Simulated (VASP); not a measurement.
# Sc (P6/mmm) in VASP: further runs, part 2 of 2

VASP 6.6.1.

**3. Single point, PBE**

Contents of INCAR:

```
PREC = Accurate ; ENCUT = 500
EDIFF = 1E-6 ; ISMEAR = -1
SIGMA = 0.05 ; LREAL = F
LASPH = T ; NELM = 120
ALGO = Normal ; ISIF = 2
LWAVE = F ; LCHARG = F
GGA = PE ; NBANDS = 12
GGA_COMPAT = F
```

Contents of KPOINTS:

```
regular mesh
0
Gamma
  16 16 15
```

Contents of POSCAR:

```
Sc
1.0
    2.6506436101      0.0000000000      0.0000000000
   -1.3253218051      2.2955247027      0.0000000000
    0.0000000000      0.0000000000      2.4461842253
Sc
1
Direct
    0.0000000000      0.0000000000      0.0000000000
```

Potentials or basis: VASP PAW PBE potentials, release 64 (Sc_sv).

Started as:

```sh
$ cat potpaw_PBE.64/Sc_sv/POTCAR > POTCAR
$ mpirun -np 1 vasp_std > vasp.out
```

OUTCAR:

```text
PREC = Accurate
   ENCUT = 500
   EDIFF = 1E-6
   ISMEAR = -1
   LREAL = F
   LASPH = T
   NELM = 120
   ISIF = 2
   GGA = PE

 ion  position               nearest neighbor table
   1  0.000  0.000  0.000-

  LATTYP: Found a hexagonal cell.
 ALAT       =     2.6506436101
 C/A-ratio  =     0.9228642493

  Lattice vectors:

 A1 = (   2.6506436101,   0.0000000000,   0.0000000000)
 A2 = (  -1.3253218051,   2.2955247027,   0.0000000000)
 A3 = (   0.0000000000,   0.0000000000,   2.4461842253)

Analysis of symmetry for initial positions (statically):
=====================================================================
 Subroutine PRICEL returns:
 Original cell was already a primitive cell.

 Routine SETGRP: Setting up the symmetry group for a
 hexagonal supercell.

 Subroutine GETGRP returns: Found 24 space group operations
 (whereof 24 operations were pure point group operations)
 out of a pool of 24 trial point group operations.

The static configuration has the point symmetry D_6h.

Analysis of symmetry for dynamics (positions and initial velocities):
=====================================================================
 Subroutine PRICEL returns:
 Original cell was already a primitive cell.

 Routine SETGRP: Setting up the symmetry group for a
 hexagonal supercell.

 Subroutine GETGRP returns: Found 24 space group operations
 (whereof 24 operations were pure point group operations)
 out of a pool of 24 trial point group operations.

The dynamic configuration has the point symmetry D_6h.

 Subroutine INISYM returns: Found 24 space group operations
 (whereof 24 operations are pure point group operations),
 and found     1 'primitive' translations

----------------------------------------------------------------------------------------

                                     Primitive cell

  volume of cell :      14.8841

  direct lattice vectors                    reciprocal lattice vectors
     2.650643610  0.000000000  0.000000000     0.377266863  0.217815125  0.000000000
    -1.325321805  2.295524703  0.000000000     0.000000000  0.435630250  0.000000000
     0.000000000  0.000000000  2.446184225     0.000000000  0.000000000  0.408799954

  length of vectors
     2.650643610  2.650643610  2.446184225     0.435630250  0.435630250  0.408799954

  position of ions in fractional coordinates (direct lattice)
     0.000000000  0.000000000  0.000000000

  ion indices of the primitive-cell ions
   primitive index   ion index
                 1           1

----------------------------------------------------------------------------------------

 KPOINTS: regular mesh

Automatic generation of k-mesh.
 Grid dimensions read from file:
 generate k-points for:   16   16   15

 Generating k-lattice:

  Cartesian coordinates                     Fractional coordinates (reciprocal lattice)
     0.023579179  0.013613445  0.000000000     0.062500000  0.000000000  0.000000000
     0.000000000  0.027226891  0.000000000     0.000000000  0.062500000  0.000000000
     0.000000000  0.000000000  0.027253330     0.000000000  0.000000000  0.066666667

  Length of vectors
     0.027226891  0.027226891  0.027253330

  Shift w.r.t. Gamma in fractional coordinates (k-lattice)
     0.000000000  0.000000000  0.000000000

 Subroutine IBZKPT returns following result:
 ===========================================

 Found    240 irreducible k-points:

 Following reciprocal coordinates:
            Coordinates               Weight
  0.000000  0.000000  0.000000      1.000000
  0.062500  0.000000  0.000000      6.000000
  0.125000  0.000000  0.000000      6.000000
  0.187500  0.000000  0.000000      6.000000
  0.250000  0.000000  0.000000      6.000000
  0.312500  0.000000  0.000000      6.000000
[... 16 lines left out ...]
  0.187500  0.187500  0.000000      6.000000
  0.250000  0.187500  0.000000     12.000000
 [... further k-points ...]
   k-points           NKPTS =    240   k-points in BZ     NKDIM =    240   number of bands    NBANDS=     12
   number of dos      NEDOS =    301   number of ions     NIONS =      1
   total plane-waves  NPLWV =   7200
   dimension x,y,z NGX =    20 NGY =   20 NGZ =   18
   dimension x,y,z NGXF=    40 NGYF=   40 NGZF=   36
   ions per type =               1
   NGX,Y,Z   is equivalent  to a cutoff of  12.54, 12.54, 12.23 a.u.
   NGXF,Y,Z  is equivalent  to a cutoff of  25.09, 25.09, 24.47 a.u.
 SYSTEM =  unknown system
   PREC   = accura    normal or accurate (medium, high low for compatibility)
   ISTART =      0    job   : 0-new  1-cont  2-samecut
   ICHARG =      2    charge: 1-file 2-atom 10-const
   ISPIN  =      1    spin polarized calculation?
   LNONCOLLINEAR =      F non collinear calculations
   LSORBIT =      F    spin-orbit coupling
   LASPH  =      T    aspherical Exc in radial PAW
   ENCUT  =  500.0 eV  36.75 Ry    6.06 a.u.   4.83  4.83  4.46*2*pi/ulx,y,z
   NELM   =    120;   NELMIN=  2; NELMDL= -5     # of ELM steps
   EDIFF  = 0.1E-05   stopping-criterion for ELM
   LREAL  =      F    real-space projection
   EDIFFG = 0.1E-04   stopping-criterion for IOM
   NSW    =      0    number of steps for IOM
   IBRION =     -1    ionic relax: 0-MD 1-quasi-New 2-CG
   NFREE  =      0    steps in history (QN), initial steepest desc. (CG)
   ISIF   =      2    stress and relaxation
   ISYM   =      2    0-nonsym 1-usesym 2-fastsym
   POTIM  = 0.5000    time-step for ionic-motion
   TEBEG  =    0.0;   TEEND  =   0.0 temperature during run
   PSTRESS=    0.0 pullay stress
   NELECT =      11.0000    total number of electrons
   NUPDOWN=      -1.0000    fix difference up-down
   EMIN   =  10.00;   EMAX   =-10.00  energy-range for DOS
   EFERMI =   0.00;   METHOD = LEGACY
   ISMEAR =    -1;   SIGMA  =   0.05  broadening in eV -4-tet -1-fermi 0-gaus
   EFERMI_NEDOS =   21; number of points for ismear=-14 and -15
   IALGO  =     38    algorithm
   IMIX   =      4    mixing-type and parameters
     AMIX     =   0.40;   BMIX     =  1.00
     AMIX_MAG =   1.60;   BMIX_MAG =  1.00
  volume/ion in A,a.u.               =      14.88       100.44
  Fermi-wavevector in a.u.,A,eV,Ry     =   1.480124  2.797030 29.807214  2.190768
  Thomas-Fermi vector in A             =   2.594197
   LORBIT       =      0    0 simple, 1 ext, 2 COOP (PROOUT), +10 PAW based schemes
   GGA     = PE    functional components
   LHFCALC =     F    Hartree Fock is set to
   AEXX    =    0.0000 exact exchange contribution
   IVDW    =     0    specifies the selected vdW correction
   LEPSILON=     F    determine dielectric tensor
   LRPA    =     F    only Hartree local field effects (RPA)
 non-spin polarized calculation
  energy-cutoff  :      500.00
  volume of cell :       14.88
 maximum number of plane-waves:       393
 NGX is ok and might be reduce to    20
   NGX =  9   NGY =  9   NGZ =  9

 number of electron      10.9999997 magnetization

 Free energy of the ion-electron system (eV)
  ---------------------------------------------------
  ext. energy  EPLUGINS =         0.00000000
  ---------------------------------------------------
  free energy    TOTEN  =        -4.66491040 eV

  energy without entropy =       -4.65357337  energy(sigma->0) =       -4.65924188

 E-fermi :   7.1474     XC(G=0): -12.0921

 val. band max:        7.1453391792   @ k =   0.3125   0.1875   0.3333
 cond. band min:       7.1520234721   @ k =   0.2500   0.0000   0.1333
 fundamental gap:      0.0066842928
 Fermi energy:         7.1474335345

 k-point     1 :       0.0000    0.0000    0.0000
  band No.  band energies     occupation
      1     -41.6575      2.00000
      2     -19.1187      2.00000
      3     -19.1187      2.00000
      4     -19.0173      2.00000
      5       1.8467      2.00000
      6       6.0778      2.00000
      7       9.2627      0.00000
      8       9.2627      0.00000
      9      13.9605      0.00000
     10      13.9605      0.00000
     11      22.9207      0.00000
     12      26.0662      0.00000

 k-point     2 :       0.0625    0.0000    0.0000
  band No.  band energies     occupation
      1     -41.6412      2.00000
      2     -19.2034      2.00000
      3     -19.1361      2.00000
      4     -19.0088      2.00000
      5       2.0077      2.00000
      6       6.1459      2.00000
      7       9.0821      0.00000
      8       9.3986      0.00000
      9      13.8193      0.00000
     10      13.9384      0.00000
     11      23.1801      0.00000
     12      26.3271      0.00000
[... 316 lines left out ...]
 k-point    24 :       0.2500    0.1875    0.0000
  band No.  band energies     occupation
      1     -41.2636      2.00000
      2     -20.6952      2.00000
      3     -19.7784      2.00000
      4     -18.8172      2.00000
      5       5.7423      2.00000
      6       6.7484      1.99932
      7       7.6891      0.00004
      8      11.7252      0.00000
      9      13.0747      0.00000
     10      13.6859      0.00000
     11      20.6021      0.00000
     12      21.4639      0.00000

 [... further k-points ...]
[... 5 lines left out ...]
  --------------------------------------------------------------------------------------
  -------------------------------------------------------------------------------------
  Total        4.7935302      4.7935302      4.8369831     -0.0000000      0.0000000      0.0000000
  in kB      515.9927287    515.9927287    520.6701540     -0.0000000      0.0000000      0.0000000
  external PRESSURE =     517.5518704 kB  Pullay stress =       0.0000000 kB

 VOLUME and BASIS-vectors are now :
 -----------------------------------------------------------------------------
  energy-cutoff  :      500.00
  volume of cell :       14.88
      direct lattice vectors                 reciprocal lattice vectors
     2.650643610  0.000000000  0.000000000     0.377266863  0.217815125  0.000000000
    -1.325321805  2.295524703  0.000000000     0.000000000  0.435630250  0.000000000
     0.000000000  0.000000000  2.446184225     0.000000000  0.000000000  0.408799954

 POSITION                                       TOTAL-FORCE (eV/Angst)
 -----------------------------------------------------------------------------------
      0.00000      0.00000      0.00000         0.000000      0.000000      0.000000
 -----------------------------------------------------------------------------------
    total drift:                               -0.000000      0.000000      0.000000

  FREE ENERGIE OF THE ION-ELECTRON SYSTEM (eV)
  ---------------------------------------------------
  free  energy   TOTEN  =        -4.6649104037 eV

  energy  without entropy=       -4.6535733659  energy(sigma->0) =       -4.65924188
```

OSZICAR:

```text
N       E                     dE             d eps       ncg     rms          rms(c)
DAV:   1     0.673487321584E+02    0.67349E+02   -0.51000E+03  5856   0.961E+02
DAV:   2    -0.400716565457E+01   -0.71356E+02   -0.69389E+02  5772   0.280E+02
DAV:   3    -0.502628329627E+01   -0.10191E+01   -0.10031E+01  6920   0.459E+01
DAV:   4    -0.503874277682E+01   -0.12459E-01   -0.12458E-01  7096   0.399E+00
DAV:   5    -0.503889476619E+01   -0.15199E-03   -0.15199E-03  7664   0.420E-01    0.111E+01
DAV:   6    -0.471682201541E+01    0.32207E+00   -0.42310E-01  7096   0.105E+01    0.454E+00
DAV:   7    -0.466786654479E+01    0.48955E-01   -0.99431E-02  8384   0.467E+00    0.841E-01
DAV:   8    -0.466494426491E+01    0.29223E-02   -0.64522E-03  6292   0.113E+00    0.898E-02
DAV:   9    -0.466490916410E+01    0.35101E-04   -0.19079E-04  6984   0.226E-01    0.228E-02
DAV:  10    -0.466491038825E+01   -0.12241E-05   -0.12628E-05  7716   0.458E-02    0.175E-03
DAV:  11    -0.466491040368E+01   -0.15430E-07   -0.12206E-07  3160   0.564E-03
   1 F= -.46649104E+01 E0= -.46592419E+01  d E =-.113370E-01
```

stdout:

```text
POSCAR found type information on POSCAR Sc
 POSCAR found :  1 types and       1 ions
 scaLAPACK will be used
 LDA part: xc-table for (Slater+PW92), standard interpolation
 POSCAR, INCAR and KPOINTS ok, starting setup
 FFT: planning ... GRIDC
 FFT: planning ... GRID_SOFT
 FFT: planning ... GRID
 WAVECAR not read
 entering main loop
```

Run time: 21 s. Hardware: 1 thread of Intel Xeon Platinum 8488C (Sapphire Rapids), shared host; peak memory 0.15 GiB.

Results:

| Property | Result |
| --- | --- |
| Free energy | -4.6649 eV |
| Pressure | 51.8 GPa |

Stress tensor (GPa, compression positive):
```
51.60  0.00  0.00
 0.00 51.60  0.00
 0.00  0.00 52.07
```
